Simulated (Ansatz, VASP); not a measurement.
# Two plane-wave programs on W

File INCAR:

```
SYSTEM = W
PREC = Accurate
ENCUT = 520
EDIFF = 1E-6
ISMEAR = 0
SIGMA = 0.15
LREAL = .FALSE.
LASPH = .TRUE.
NELM = 60
ALGO = Fast
ISIF = 2
LWAVE = .FALSE.
LCHARG = .TRUE.
GGA = PS
LELF = .TRUE.
LVHAR = .TRUE.
NBANDS = 13
```

KPOINTS

```
Automatic mesh
0
G
  26 26 26
  0 0 0
```

The input POSCAR:

```
W
1.0
   -1.6008378405      1.6008378405      1.6244955426
    1.6008378405     -1.6008378405      1.6244955426
    1.6008378405      1.6008378405     -1.6244955426
W
1
Direct
    0.0000000000      0.0000000000      0.0000000000
```

Input for Ansatz:

```yaml
crystal:
  lattice:
    - [-1.6008378405, 1.6008378405, 1.6244955426]
    - [1.6008378405, -1.6008378405, 1.6244955426]
    - [1.6008378405, 1.6008378405, -1.6244955426]
  atoms:
    - { symbol: W, position: [0.0, 0.0, 0.0] }
basis:
  ecutwfc: 420
kpoints:
  mp_grid: { grid: [26, 26, 26] }
hamiltonian:
  xc: pbesol
scf:
  occupations: { method: gaussian, width: 0.15 }
output:
  forces: true
  stress: true
  eigenvalues: true
```

Change from the starting cell: strain +0.015 along x and y, +0.030 along z, atoms carried along.

Alike in both runs: task single point; functional PBEsol; k mesh 26 × 26 × 26; occupations gaussian, width 0.15 eV; no spin polarisation.

|  | VASP | Ansatz |
| --- | --- | --- |
| version | VASP 6.6.1 | Ansatz 0.2.0 |
| potentials or method | VASP PAW PBE potentials, release 64 (W_sv), cutoff 520 eV | scalar-relativistic, plane waves, PAW |
| valence electrons in the cell | 14 | 14 |

```tsv
	VASP	Ansatz	Ansatz less VASP
gap on the k mesh at the Fermi level (eV)	none	none	-
pressure (GPa)	-16.5	-17.0	-0.42
traceless stress, the component that is largest in VASP (GPa)	-2.75	-2.75	0.000
```

VASP's potentials were made for PBE, not for PBEsol. A gap of «none» marks a metal or a gap that the smearing closes.

Neither program's run includes spin-orbit coupling.
